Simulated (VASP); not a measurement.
# Ru (P6_3/mmc) in VASP: further runs

The runs below take Ru through single point, with PBEsol.

All numbers are computed with VASP 6.6.1; they aren't measurements. Logs are shortened: lines on timing, memory, paths and dates and some standing lists are left out, and cuts for length are marked.

### Step 1. The cell of the first run

The structure is hexagonal, space group P6_3/mmc (No. 194). Conventional cell: a = 2.602 Å, b = 2.602 Å, c = 4.180 Å, α = 90.00°, β = 90.00°, γ = 120.00°. Ru (site symmetry -6m2) has 12 Ru at 2.57 to 2.60 Å within 3.4 Å.

### Step 2. Single point, PBEsol (volume 12.255 Å^3 an atom, c/a of the conventional cell 1.6066)

Input file INCAR:

```
PREC = Accurate
ENCUT = 520
EDIFF = 1E-6
ISMEAR = 0
SIGMA = 0.15
LREAL = False
LASPH = True
NELM = 80
ALGO = Fast
ISIF = 2
LWAVE = False
LCHARG = False
GGA = PS
NBANDS = 21
```

Input file KPOINTS:

```
regular mesh
0
Gamma
  21 21 12
```

Input file POSCAR:

```
Ru
1.0
    2.6019661298      0.0000000000      0.0000000000
   -1.3009830649      2.2533687682      0.0000000000
    0.0000000000      0.0000000000      4.1803187841
Ru
2
Direct
    0.3333333333      0.6666666667      0.2500000000
    0.6666666667      0.3333333333      0.7500000000
```

Potentials or basis: VASP PAW PBE potentials, release 64 (Ru_pv).

Command:

```console
$ cat potpaw_PBE.64/Ru_pv/POTCAR > POTCAR
$ mpirun -np 1 vasp_std > vasp.out
```

OUTCAR:

```text
PREC = Accurate
   ENCUT = 520
   EDIFF = 1E-6
   ISMEAR = 0
   LREAL = False
   LASPH = True
   NELM = 80
   ISIF = 2
   GGA = PS

 ion  position               nearest neighbor table
   1  0.333  0.667  0.250-   2 2.57   2 2.57   2 2.57   2 2.57   2 2.57   2 2.57
   2  0.667  0.333  0.750-   1 2.57   1 2.57   1 2.57   1 2.57   1 2.57   1 2.57

  LATTYP: Found a hexagonal cell.
 ALAT       =     2.6019661298
 C/A-ratio  =     1.6066000000

  Lattice vectors:

 A1 = (   2.6019661298,   0.0000000000,   0.0000000000)
 A2 = (  -1.3009830649,   2.2533687682,   0.0000000000)
 A3 = (   0.0000000000,   0.0000000000,   4.1803187841)

Analysis of symmetry for initial positions (statically):
=====================================================================
 Subroutine PRICEL returns:
 Original cell was already a primitive cell.

 Routine SETGRP: Setting up the symmetry group for a
 hexagonal supercell.

 Subroutine GETGRP returns: Found 24 space group operations
 (whereof 12 operations were pure point group operations)
 out of a pool of 24 trial point group operations.

The static configuration has the point symmetry D_3d.
 The point group associated with its full space group is D_6h.

Analysis of symmetry for dynamics (positions and initial velocities):
=====================================================================
 Subroutine PRICEL returns:
 Original cell was already a primitive cell.

 Routine SETGRP: Setting up the symmetry group for a
 hexagonal supercell.

 Subroutine GETGRP returns: Found 24 space group operations
 (whereof 12 operations were pure point group operations)
 out of a pool of 24 trial point group operations.

The dynamic configuration has the point symmetry D_3d.
 The point group associated with its full space group is D_6h.

 Subroutine INISYM returns: Found 24 space group operations
 (whereof 12 operations are pure point group operations),
 and found     1 'primitive' translations

----------------------------------------------------------------------------------------

                                     Primitive cell

  volume of cell :      24.5100

  direct lattice vectors                    reciprocal lattice vectors
     2.601966130  0.000000000  0.000000000     0.384324757  0.221890002  0.000000000
    -1.300983065  2.253368768  0.000000000     0.000000000  0.443780004  0.000000000
     0.000000000  0.000000000  4.180318784     0.000000000  0.000000000  0.239216206

  length of vectors
     2.601966130  2.601966130  4.180318784     0.443780004  0.443780004  0.239216206

  position of ions in fractional coordinates (direct lattice)
     0.333333333  0.666666667  0.250000000
     0.666666667  0.333333333  0.750000000

  ion indices of the primitive-cell ions
   primitive index   ion index
                 1           1
                 2           2

----------------------------------------------------------------------------------------

 KPOINTS: regular mesh

Automatic generation of k-mesh.
 Grid dimensions read from file:
 generate k-points for:   21   21   12

 Generating k-lattice:

  Cartesian coordinates                     Fractional coordinates (reciprocal lattice)
     0.018301179  0.010566191  0.000000000     0.047619048  0.000000000  0.000000000
     0.000000000  0.021132381  0.000000000     0.000000000  0.047619048  0.000000000
     0.000000000  0.000000000  0.019934684     0.000000000  0.000000000  0.083333333

  Length of vectors
     0.021132381  0.021132381  0.019934684

  Shift w.r.t. Gamma in fractional coordinates (k-lattice)
     0.000000000  0.000000000  0.000000000

 Subroutine IBZKPT returns following result:
 ===========================================

 Found    336 irreducible k-points:

 Following reciprocal coordinates:
            Coordinates               Weight
  0.000000  0.000000  0.000000      1.000000
  0.047619  0.000000  0.000000      6.000000
  0.095238  0.000000  0.000000      6.000000
  0.142857 -0.000000  0.000000      6.000000
  0.190476  0.000000  0.000000      6.000000
  0.238095  0.000000  0.000000      6.000000
[... 16 lines left out ...]
  0.142857  0.095238  0.000000     12.000000
  0.190476  0.095238  0.000000     12.000000
 [... further k-points ...]
   k-points           NKPTS =    336   k-points in BZ     NKDIM =    336   number of bands    NBANDS=     21
   number of dos      NEDOS =    301   number of ions     NIONS =      2
   total plane-waves  NPLWV =  12800
   dimension x,y,z NGX =    20 NGY =   20 NGZ =   32
   dimension x,y,z NGXF=    40 NGYF=   40 NGZF=   64
   ions per type =               2
   NGX,Y,Z   is equivalent  to a cutoff of  12.78, 12.78, 12.73 a.u.
   NGXF,Y,Z  is equivalent  to a cutoff of  25.56, 25.56, 25.45 a.u.
 SYSTEM =  unknown system
   PREC   = accura    normal or accurate (medium, high low for compatibility)
   ISTART =      0    job   : 0-new  1-cont  2-samecut
   ICHARG =      2    charge: 1-file 2-atom 10-const
[... 40 lines left out ...]
  energy-cutoff  :      520.00
  volume of cell :       24.51
 maximum number of plane-waves:       679
 NGX is ok and might be reduce to    20
   NGX =  9   NGY =  9   NGZ = 15

 number of electron      27.9999997 magnetization

 Free energy of the ion-electron system (eV)
  ---------------------------------------------------
  ext. energy  EPLUGINS =         0.00000000
  ---------------------------------------------------
  free energy    TOTEN  =       -20.12451073 eV

  energy without entropy =      -20.10772549  energy(sigma->0) =      -20.11611811

 E-fermi :  14.6797     XC(G=0): -14.9247

 val. band max:       14.6769896290   @ k =   0.1905   0.0952   0.0833
 cond. band min:      14.6832632944   @ k =   0.1429   0.1429   0.0833
 fundamental gap:      0.0062736654
 Fermi energy:        14.6797391258

 k-point     1 :       0.0000    0.0000    0.0000
  band No.  band energies     occupation
      1     -29.3554      2.00000
      2     -28.0457      2.00000
      3     -28.0457      2.00000
      4     -27.8297      2.00000
      5     -27.8297      2.00000
      6     -27.8010      2.00000
[... 13 lines left out ...]
     20      24.8419      0.00000
     21      26.0657      0.00000

 k-point     2 :       0.0476    0.0000    0.0000
  band No.  band energies     occupation
      1     -29.3445      2.00000
      2     -28.0707      2.00000
      3     -28.0538      2.00000
      4     -27.8557      2.00000
      5     -27.8331      2.00000
      6     -27.8055      2.00000
[... 13 lines left out ...]
     20      24.8420      0.00000
     21      26.0523      0.00000

 k-point     3 :       0.0952    0.0000    0.0000
  band No.  band energies     occupation
      1     -29.3125      2.00000
      2     -28.1436      2.00000
      3     -28.0773      2.00000
      4     -27.9307      2.00000
      5     -27.8434      2.00000
      6     -27.8191      2.00000
[... 13 lines left out ...]
     20      24.8419      0.00000
     21      26.0057      0.00000

 k-point     4 :       0.1429   -0.0000    0.0000
  band No.  band energies     occupation
      1     -29.2607      2.00000
      2     -28.2576      2.00000
      3     -28.1132      2.00000
      4     -28.0464      2.00000
      5     -27.8602      2.00000
      6     -27.8419      2.00000
[... 13 lines left out ...]
     20      24.8418      0.00000
     21      25.9148      0.00000

 k-point     5 :       0.1905    0.0000    0.0000
  band No.  band energies     occupation
      1     -29.1915      2.00000
      2     -28.4023      2.00000
      3     -28.1903      2.00000
      4     -28.1577      2.00000
      5     -27.8825      2.00000
      6     -27.8741      2.00000
[... 13 lines left out ...]
     20      24.8417      0.00000
     21      25.7800      0.00000
[... 382 lines left out ...]
     20      27.6313      0.00000
     21      28.2043      0.00000

 k-point    22 :       0.0952    0.0952    0.0000
  band No.  band energies     occupation
      1     -29.2305      2.00000
      2     -28.2993      2.00000
      3     -28.1995      2.00000
      4     -28.0514      2.00000
      5     -27.8859      2.00000
      6     -27.8556      2.00000
[... 13 lines left out ...]
     20      24.8418      0.00000
     21      25.8637      0.00000

 k-point    23 :       0.1429    0.0952    0.0000
  band No.  band energies     occupation
      1     -29.1628      2.00000
      2     -28.4216      2.00000
      3     -28.3162      2.00000
      4     -28.1177      2.00000
      5     -27.9191      2.00000
      6     -27.8880      2.00000
[... 13 lines left out ...]
     20      24.8417      0.00000
     21      25.7453      0.00000

 k-point    24 :       0.1905    0.0952    0.0000
  band No.  band energies     occupation
      1     -29.0811      2.00000
      2     -28.5685      2.00000
      3     -28.4402      2.00000
      4     -28.1892      2.00000
      5     -27.9538      2.00000
      6     -27.9297      2.00000
[... 13 lines left out ...]
     20      24.8415      0.00000
     21      25.6221      0.00000

 [... further k-points ...]

------------------------ aborting loop because EDIFF is reached ----------------------------------------

  FORCE on cell =-STRESS in cart. coord.  units (eV):
  Direction    XX          YY          ZZ          XY          YZ          ZX
  --------------------------------------------------------------------------------------
  -------------------------------------------------------------------------------------
  Total        5.8705249      5.8705249      4.4708908      0.0000000     -0.0000000     -0.0000000
  in kB      383.7463071    383.7463071    292.2545827      0.0000000     -0.0000000     -0.0000000
  external PRESSURE =     353.2490656 kB  Pullay stress =       0.0000000 kB

 VOLUME and BASIS-vectors are now :
 -----------------------------------------------------------------------------
  energy-cutoff  :      520.00
  volume of cell :       24.51
      direct lattice vectors                 reciprocal lattice vectors
     2.601966130  0.000000000  0.000000000     0.384324757  0.221890002  0.000000000
    -1.300983065  2.253368768  0.000000000     0.000000000  0.443780004  0.000000000
     0.000000000  0.000000000  4.180318784     0.000000000  0.000000000  0.239216206

 POSITION                                       TOTAL-FORCE (eV/Angst)
 -----------------------------------------------------------------------------------
     -0.00000      1.50225      1.04508        -0.000000     -0.000000      0.000000
      1.30098      0.75112      3.13524         0.000000      0.000000      0.000000
 -----------------------------------------------------------------------------------
    total drift:                               -0.000000      0.000000     -0.000000

  FREE ENERGIE OF THE ION-ELECTRON SYSTEM (eV)
  ---------------------------------------------------
  free  energy   TOTEN  =       -20.1245107312 eV

  energy  without entropy=      -20.1077254854  energy(sigma->0) =      -20.11611811
```

It took 71 s on 1 thread of AMD EPYC 9R45 (Zen 5), shared host; peak memory 0.21 GiB.

Results:

* Free energy: -20.1245 eV
* Pressure: 35.3 GPa
* Band gap on the k mesh: zero (band 14 reaches 16.53 eV, above the bottom of band 15 at 12.92 eV)

Stress tensor (GPa, compression positive):
```
38.37  0.00  0.00
 0.00 38.37  0.00
 0.00  0.00 29.23
```

Caveat: the PAW data sets were made with another functional, which shifts forces and pressure a little.

### Step 3. Single point, PBEsol (volume 12.255 Å^3 an atom, c/a of the conventional cell 1.5067)

Input file INCAR:

```
SYSTEM = Ru
ALGO = Fast ; EDIFF = 1E-6
ENCUT = 520 ; GGA = PS
ISIF = 2 ; ISMEAR = 0
LASPH = .TRUE. ; LCHARG = .FALSE.
LREAL = .FALSE. ; LWAVE = .FALSE.
NBANDS = 21 ; NELM = 60
PREC = Accurate ; SIGMA = 0.15
```

Input file KPOINTS:

```
k-points
0
G
  21 21 12
  0 0 0
```

Input file POSCAR:

```
Ru
1.0
    2.6582467838      0.0000000000      0.0000000000
   -1.3291233919      2.3021092443      0.0000000000
    0.0000000000      0.0000000000      4.0051804291
Ru
2
Direct
    0.3333333333      0.6666666667      0.2500000000
    0.6666666667      0.3333333333      0.7500000000
```

Potentials or basis: VASP PAW PBE potentials, release 64 (Ru_pv).

Command:

```console
$ cat potpaw_PBE.64/Ru_pv/POTCAR > POTCAR
$ mpirun -np 1 vasp_std > vasp.out
```

Wall time 76 s (1 thread of AMD EPYC 9R45 (Zen 5), shared host); peak memory 0.21 GiB.

The run converged. Its results:

- Free energy: -20.0502 eV
- Pressure: 37.5 GPa
- Band gap on the k mesh: zero (band 14 reaches 16.29 eV, above the bottom of band 15 at 12.56 eV)

Stress tensor (GPa, compression positive):
```
27.02  0.00  0.00
 0.00 27.02  0.00
 0.00  0.00 58.48
```

Levels at points of the mesh, in eV from the Fermi level:
| k point | band 10 | band 11 | band 12 | band 13 | band 14 | band 15 | band 16 | band 17 | band 18 | band 19 |
| --- | --- | --- | --- | --- | --- | --- | --- | --- | --- | --- |
| (0.00, 0.00, 0.00) | -3.15 | -2.33 | -2.20 | -2.20 | -2.08 | -2.08 | 1.34 | 1.34 | 2.01 | 10.15 |
| (0.00, 0.00, 0.50) | -3.49 | -3.49 | -3.49 | -2.78 | -2.78 | 0.71 | 0.71 | 0.71 | 0.71 | 10.15 |

Caveat: the PAW data sets were made with another functional, which shifts forces and pressure a little.

### Step 4. Single point, PBEsol (volume 12.255 Å^3 an atom, c/a of the conventional cell 1.5558)

Input file INCAR:

```
PREC = Accurate
ENCUT = 520
EDIFF = 1E-7
ISMEAR = 0
SIGMA = 0.15
LREAL = False
LASPH = True
NELM = 100
ALGO = Fast
ISIF = 2
LWAVE = False
LCHARG = False
GGA = PS
NBANDS = 21
```

Input file KPOINTS:

```
Automatic mesh
0
Gamma
  21 21 12
```

Input file POSCAR:

```
Ru
1.0
    2.6299831789      0.0000000000      0.0000000000
   -1.3149915894      2.2776322445      0.0000000000
    0.0000000000      0.0000000000      4.0917278298
Ru
2
Direct
    0.3333333333      0.6666666667      0.2500000000
    0.6666666667      0.3333333333      0.7500000000
```

Command:

```console
$ cat potpaw_PBE.64/Ru_pv/POTCAR > POTCAR
$ mpirun -np 1 vasp_std > vasp.out
```

Wall time 83 s (1 thread of AMD EPYC 9R45 (Zen 5), shared host); peak memory 0.21 GiB.

The run converged. Its results:

```yaml
Free_energy: -20.1205 eV
Pressure: 35.9 GPa
Band_gap_on_the_k_mesh: zero (band 14 reaches 16.45 eV, above the bottom of band 15 at 12.67 eV)
```

Stress tensor (GPa, compression positive):
```
32.12  0.00  0.00
 0.00 32.12  0.00
 0.00  0.00 43.59
```

Levels at points of the mesh, in eV from the Fermi level:
```
           k point  band 12  band 13  band 14  band 15  band 16  band 17
(0.00, 0.00, 0.00)    -2.23    -2.23    -1.79    -1.79     1.36     1.36
(0.00, 0.00, 0.50)    -3.33    -2.98    -2.98     0.66     0.66     0.66
```

Caveat: the PAW data sets were made with another functional, which shifts forces and pressure a little.

### Step 5. Single point, PBEsol (volume 12.255 Å^3 an atom, c/a of the conventional cell 1.4592)

Input file INCAR:

```
SYSTEM = Ru
PREC = Accurate ; ENCUT = 520
EDIFF = 1E-7 ; ISMEAR = 0
SIGMA = 0.15 ; LREAL = .FALSE.
LASPH = .TRUE. ; NELM = 100
ALGO = Fast ; ISIF = 2
LWAVE = .FALSE. ; LCHARG = .FALSE.
GGA = PS ; NBANDS = 21
```

Input file KPOINTS:

```
Automatic mesh
0
G
  21 21 12
  0 0 0
```

Input file POSCAR:

```
Ru
1.0
    2.6867831719      0.0000000000      0.0000000000
   -1.3433915859      2.3268224813      0.0000000000
    0.0000000000      0.0000000000      3.9205540044
Ru
2
Direct
    0.3333333333      0.6666666667      0.2500000000
    0.6666666667      0.3333333333      0.7500000000
```

Command:

```console
$ cat potpaw_PBE.64/Ru_pv/POTCAR > POTCAR
$ mpirun -np 1 vasp_std > vasp.out
```

Wall time 82 s (1 thread of AMD EPYC 9R45 (Zen 5), shared host); peak memory 0.21 GiB.

The run converged. Its results:

| Quantity | Value |
| --- | --- |
| Free energy | -19.9167 eV |
| Pressure | 40.0 GPa |
| Band gap on the k mesh | zero (band 14 reaches 16.24 eV, above the bottom of band 15 at 12.65 eV) |

Stress tensor (GPa, compression positive):
```
23.36  0.00  0.00
 0.00 23.36  0.00
 0.00  0.00 73.27
```

Levels at points of the mesh, in eV from the Fermi level:
```csv
k point,band 12,band 13,band 14,band 15,band 16,band 17
"(0.00, 0.00, 0.00)",-2.37,-2.17,-2.17,-1.99,1.33,1.33
"(0.00, 0.00, 0.50)",-3.67,-2.57,-2.57,0.77,0.77,0.77
```

Caveat: the PAW data sets were made with another functional, which shifts forces and pressure a little.

### Step 6. Single point, PBEsol (volume 12.255 Å^3 an atom, c/a of the conventional cell 1.7130)

Input file INCAR:

```
SYSTEM = Ru
  PREC = Accurate
  ENCUT = 520
  EDIFF = 1E-6
  ISMEAR = 0
  SIGMA = 0.15
  LREAL = .FALSE.
  LASPH = .TRUE.
  NELM = 100
  ALGO = Fast
  ISIF = 2
  LWAVE = .FALSE.
  LCHARG = .FALSE.
  GGA = PS
  NBANDS = 21
```

KPOINTS is that of step 5.

Input file POSCAR:

```
Ru
1.0
    2.5469383858      0.0000000000      0.0000000000
   -1.2734691929      2.2057133440      0.0000000000
    0.0000000000      0.0000000000      4.3629054549
Ru
2
Direct
    0.3333333333      0.6666666667      0.2500000000
    0.6666666667      0.3333333333      0.7500000000
```

Potentials or basis: VASP PAW PBE potentials, release 64 (Ru_pv).

Command:

```console
$ cat potpaw_PBE.64/Ru_pv/POTCAR > POTCAR
$ mpirun -np 1 vasp_std > vasp.out
```

It took 72 s on 1 thread of AMD EPYC 9R45 (Zen 5), shared host; peak memory 0.21 GiB.

The run converged. Its results:

```
Free energy            : -19.9261 eV
Pressure               : 37.3 GPa
Band gap on the k mesh : zero (band 14 reaches 16.58 eV, above the bottom of band 15 at 13.12 eV)
```

Stress tensor (GPa, compression positive):
```
54.72  0.00  0.00
 0.00 54.72  0.00
 0.00  0.00  2.58
```

Levels at points of the mesh, in eV from the Fermi level:
```tsv
k point	band 10	band 11	band 12	band 13	band 14	band 15	band 16	band 17	band 18	band 19
(0.00, 0.00, 0.00)	-2.98	-2.98	-2.38	-2.38	-0.92	-0.92	0.43	1.43	1.43	10.15
(0.00, 0.00, 0.50)	-3.58	-2.99	-2.99	-2.99	-2.99	0.68	0.68	0.68	0.68	10.19
```

Caveat: the PAW data sets were made with another functional, which shifts forces and pressure a little.

### Step 7. Overview

| cell | further INCAR settings | gap on the mesh (eV) | pressure (GPa) |
| --- | --- | --- | --- |
| a = 2.602, b = 2.602, c = 4.180 Å, angles 90.0, 90.0, 120.0°, 2 atoms | ALGO = Fast; EDIFF = 1e-06; NBANDS = 21 | none | 35.3 |
| a = 2.658, b = 2.658, c = 4.005 Å, angles 90.0, 90.0, 120.0°, 2 atoms | ALGO = Fast; EDIFF = 1e-06; NBANDS = 21 | none | 37.5 |
| a = 2.630, b = 2.630, c = 4.092 Å, angles 90.0, 90.0, 120.0°, 2 atoms | ALGO = Fast; EDIFF = 1e-07; NBANDS = 21 | none | 35.9 |
| a = 2.687, b = 2.687, c = 3.921 Å, angles 90.0, 90.0, 120.0°, 2 atoms | ALGO = Fast; EDIFF = 1e-07; NBANDS = 21 | none | 40.0 |
| a = 2.547, b = 2.547, c = 4.363 Å, angles 90.0, 90.0, 120.0°, 2 atoms | ALGO = Fast; EDIFF = 1e-06; NBANDS = 21 | none | 37.3 |

Alike in all rows: task single point; level PBEsol; potentials or basis VASP PAW PBE potentials, release 64 (Ru_pv); no spin polarisation; k mesh 21 × 21 × 12; cutoff (eV) 520; smearing gaussian 0.15 eV.

Caveats: the PAW data sets were made with another functional, which shifts forces and pressure a little.

Absolute energies hang on the potentials; compare differences alone.
